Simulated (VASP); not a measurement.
# ZnS (F-43m) in VASP: further runs, part 2 of 2

VASP 6.6.1. The steps go on from the part before.

## 3. Single point, HSE06

This run uses another cell than the first one, of 18.54 Å³/atom.

The input, POSCAR:

```
ZnS
1.0
    0.0000000000      2.6468416657      2.6468416657
    2.6468416657      0.0000000000      2.6468416657
    2.6468416657      2.6468416657      0.0000000000
Zn S
1 1
Direct
    0.7500000000      0.7500000000      0.7500000000
    0.0000000000      0.0000000000      0.0000000000
```

The input, INCAR.step1:

```
PREC = Accurate
ENCUT = 520
EDIFF = 1E-5
ISMEAR = -1
SIGMA = 0.05
LREAL = False
LASPH = True
NELM = 80
ALGO = Normal
ISIF = 2
LWAVE = True
LCHARG = False
GGA = PE
NBANDS = 16
```

The input, INCAR.step2:

```
PREC = Accurate
ENCUT = 520
EDIFF = 1E-7
ISMEAR = -1
SIGMA = 0.05
LREAL = False
LASPH = True
NELM = 80
ALGO = Normal
ISIF = 2
LWAVE = False
LCHARG = False
GGA = PE
LHFCALC = True
HFSCREEN = 0.2079
PRECFOCK = Normal
ISTART = 1
NBANDS = 16
```

The input, KPOINTS:

```
regular mesh
0
Gamma
  5 5 5
```

Potentials or basis: VASP PAW PBE potentials, release 64 (Zn, S).

The run is started by

```sh
> cat potpaw_PBE.64/Zn/POTCAR potpaw_PBE.64/S/POTCAR > POTCAR
> cp INCAR.step1 INCAR
> mpirun -np 1 vasp_std > vasp.out
> cp INCAR.step2 INCAR
> mpirun -np 1 vasp_std > vasp.out
```

It took 44 min on 1 thread of Intel Xeon 8259CL, shared host; peak memory 0.27 GiB.

Results (log left out):

* Free energy: -8.3115 eV
* Pressure: 6.6 GPa
* Band gap on the k mesh: 3.63 eV

Levels at points of the mesh, in eV from the valence-band top:
```tsv
k point	band 7	band 8	band 9	band 10	band 11	band 12
(0.00, 0.00, 0.00)	0.00	0.00	0.00	3.63	7.64	7.64
```

Caveat: the cell stands under pressure; the PAW data sets were made with another functional, which shifts forces and pressure a little.

## 4. Single point, HSE06

This run uses another cell than the first one, of 18.94 Å³/atom.

The input, POSCAR:

```
ZnS
1.0
    0.0000000000      2.6654820099      2.6654820099
    2.6654820099      0.0000000000      2.6654820099
    2.6654820099      2.6654820099      0.0000000000
Zn S
1 1
Direct
    0.7500000000      0.7500000000      0.7500000000
    0.0000000000      0.0000000000      0.0000000000
```

The input, INCAR.step1:

```
  PREC = Accurate
  ENCUT = 520
  EDIFF = 1E-5
  ISMEAR = -1
  SIGMA = 0.05
  LREAL = False
  LASPH = True
  NELM = 60
  ALGO = Normal
  ISIF = 2
  LWAVE = True
  LCHARG = False
  NBANDS = 16
  GGA = PE
```

The input, INCAR.step2:

```
  PREC = Accurate
  ENCUT = 520
  EDIFF = 1E-6
  ISMEAR = -1
  SIGMA = 0.05
  LREAL = False
  LASPH = True
  NELM = 60
  ALGO = Normal
  ISIF = 2
  LWAVE = False
  LCHARG = False
  GGA = PE
  LHFCALC = True
  HFSCREEN = 0.2079
  PRECFOCK = Normal
  NBANDS = 16
  ISTART = 1
```

KPOINTS is that of step 3.

The run is started by

```sh
> cat potpaw_PBE.64/Zn/POTCAR potpaw_PBE.64/S/POTCAR > POTCAR
> cp INCAR.step1 INCAR
> mpirun -np 1 vasp_std > vasp.out
> cp INCAR.step2 INCAR
> mpirun -np 1 vasp_std > vasp.out
```

Run time: 34 min. Hardware: 1 thread of Intel Xeon 8259CL, shared host; peak memory 0.27 GiB.

The run converged. Its results:

| Quantity | Value |
| --- | --- |
| Free energy | -8.3390 eV |
| Pressure | 4.5 GPa |
| Band gap on the k mesh | 3.53 eV |

Levels at points of the mesh, in eV from the valence-band top:
```
           k point  band 6  band 7  band 8  band 9  band 10  band 11  band 12  band 13
(0.00, 0.00, 0.00)   -7.51    0.00    0.00    0.00     3.53     7.66     7.66     7.66
```

Caveat: the cell stands under pressure; the PAW data sets were made with another functional, which shifts forces and pressure a little.

## 5. Single point, HSE06

This run uses another cell than the first one, of 19.33 Å³/atom.

The input, POSCAR:

```
ZnS
1.0
    0.0000000000      2.6838652254      2.6838652254
    2.6838652254      0.0000000000      2.6838652254
    2.6838652254      2.6838652254      0.0000000000
Zn S
1 1
Direct
    0.7500000000      0.7500000000      0.7500000000
    0.0000000000      0.0000000000      0.0000000000
```

The input, INCAR.step1:

```
ALGO = Normal
EDIFF = 1E-5
ENCUT = 520
GGA = PE
ISIF = 2
ISMEAR = -1
LASPH = T
LCHARG = F
LREAL = F
LWAVE = T
NBANDS = 16
NELM = 60
PREC = Accurate
SIGMA = 0.05
```

The input, INCAR.step2:

```
ALGO = Normal
EDIFF = 1E-7
ENCUT = 520
GGA = PE
HFSCREEN = 0.2079
ISIF = 2
ISMEAR = -1
ISTART = 1
LASPH = T
LCHARG = F
LHFCALC = T
LREAL = F
LWAVE = F
NBANDS = 16
NELM = 60
PREC = Accurate
PRECFOCK = Normal
SIGMA = 0.05
```

The input, KPOINTS:

```
k-points
0
Gamma
  5 5 5
```

Potentials or basis: VASP PAW PBE potentials, release 64 (Zn, S).

The run is started by

```sh
> cat potpaw_PBE.64/Zn/POTCAR potpaw_PBE.64/S/POTCAR > POTCAR
> cp INCAR.step1 INCAR
> mpirun -np 1 vasp_std > vasp.out
> cp INCAR.step2 INCAR
> mpirun -np 1 vasp_std > vasp.out
```

OUTCAR:

```text
EDIFF = 1E-7
   ENCUT = 520
   GGA = PE
   HFSCREEN = 0.2079
   ISIF = 2
   ISMEAR = -1
   ISTART = 1
   LASPH = T
   LHFCALC = T
   LREAL = F
   NELM = 60
   PREC = Accurate
   PRECFOCK = Normal

 ion  position               nearest neighbor table
   1  0.750  0.750  0.750-   2 2.32   2 2.32   2 2.32   2 2.32
   2  0.000  0.000  0.000-   1 2.32   1 2.32   1 2.32   1 2.32

  LATTYP: Found a face centered cubic cell.
[... 369 lines left out ...]
     16      18.9730      0.00000

------------------------ aborting loop because EDIFF is reached ----------------------------------------

  FORCE on cell =-STRESS in cart. coord.  units (eV):
  Direction    XX          YY          ZZ          XY          YZ          ZX
  --------------------------------------------------------------------------------------
  -------------------------------------------------------------------------------------
  Total        0.6414780      0.6414780      0.6414780     -0.0000000      0.0000000      0.0000000
  in kB       26.5815445     26.5815445     26.5815445     -0.0000000      0.0000000      0.0000000
  external PRESSURE =      26.5815445 kB  Pullay stress =       0.0000000 kB

 VOLUME and BASIS-vectors are now :
 -----------------------------------------------------------------------------
  energy-cutoff  :      520.00
  volume of cell :       38.66
      direct lattice vectors                 reciprocal lattice vectors
     0.000000000  2.683865225  2.683865225    -0.186298476  0.186298476  0.186298476
     2.683865225  0.000000000  2.683865225     0.186298476 -0.186298476  0.186298476
     2.683865225  2.683865225  0.000000000     0.186298476  0.186298476 -0.186298476

 POSITION                                       TOTAL-FORCE (eV/Angst)
 -----------------------------------------------------------------------------------
      4.02580      4.02580      4.02580        -0.000000     -0.000000     -0.000000
      0.00000      0.00000      0.00000         0.000000      0.000000      0.000000
 -----------------------------------------------------------------------------------
    total drift:                                0.000024      0.000021      0.000014

  FREE ENERGIE OF THE ION-ELECTRON SYSTEM (eV)
  ---------------------------------------------------
  free  energy   TOTEN  =        -8.3567395409 eV

  energy  without entropy=       -8.3567395408  energy(sigma->0) =       -8.35673954
```

OUTCAR.step1:

```text
EDIFF = 1E-5
   ENCUT = 520
   GGA = PE
   ISIF = 2
   ISMEAR = -1
[... 393 lines left out ...]
 -----------------------------------------------------------------------------------
      4.02580      4.02580      4.02580        -0.000000     -0.000000      0.000000
      0.00000      0.00000      0.00000         0.000000      0.000000      0.000000
 -----------------------------------------------------------------------------------
    total drift:                                0.000001      0.000001      0.000001

  FREE ENERGIE OF THE ION-ELECTRON SYSTEM (eV)
  ---------------------------------------------------
  free  energy   TOTEN  =        -6.8226981717 eV

  energy  without entropy=       -6.8226981716  energy(sigma->0) =       -6.82269817
```

Wall time 33 min (1 thread of Intel Xeon 8259CL, shared host); peak memory 0.27 GiB.

Results:

* Free energy: -8.3567 eV
* Pressure: 2.7 GPa
* Band gap on the k mesh: 3.43 eV

Levels at points of the mesh, in eV from the valence-band top:
| k point | band 6 | band 7 | band 8 | band 9 | band 10 | band 11 | band 12 | band 13 |
| --- | --- | --- | --- | --- | --- | --- | --- | --- |
| (0.00, 0.00, 0.00) | -7.45 | 0.00 | 0.00 | 0.00 | 3.43 | 7.67 | 7.67 | 7.67 |

Caveat: the PAW data sets were made with another functional, which shifts forces and pressure a little.

## 6. Overview

| task | level | cell | k mesh | cutoff (eV) | grid for exact exchange (PRECFOCK) | share of exact exchange | screening parameter | gap on the mesh (eV) | pressure (GPa) |
| --- | --- | --- | --- | --- | --- | --- | --- | --- | --- |
| relaxation of cell and atoms | r2SCAN+D4 | relaxed from a = 3.821 Å, angles 60.0°, 2 atoms | 9 × 9 × 9 | 600 | - | - | - | 2.77 | 0.0 |
| single point | HSE06 | a = 3.743 Å, angles 60.0°, 2 atoms | 5 × 5 × 5 | 520 | Normal | 0.25 | 0.2079 1/Å | 3.63 | 6.6 |
| single point | HSE06 | a = 3.770 Å, angles 60.0°, 2 atoms | 5 × 5 × 5 | 520 | Normal | 0.25 | 0.2079 1/Å | 3.53 | 4.5 |
| single point | HSE06 | a = 3.796 Å, angles 60.0°, 2 atoms | 5 × 5 × 5 | 520 | Normal | 0.25 | 0.2079 1/Å | 3.43 | 2.7 |

Alike in all rows: potentials or basis VASP PAW PBE potentials, release 64 (Zn, S); no spin polarisation; smearing fermi-dirac 0.05 eV.

Caveats: the PAW data sets were made with another functional, which shifts forces and pressure a little; the cell stands under pressure (at least some runs).

Total energies depend on the potentials used, so only differences within one code and one set of settings carry meaning.
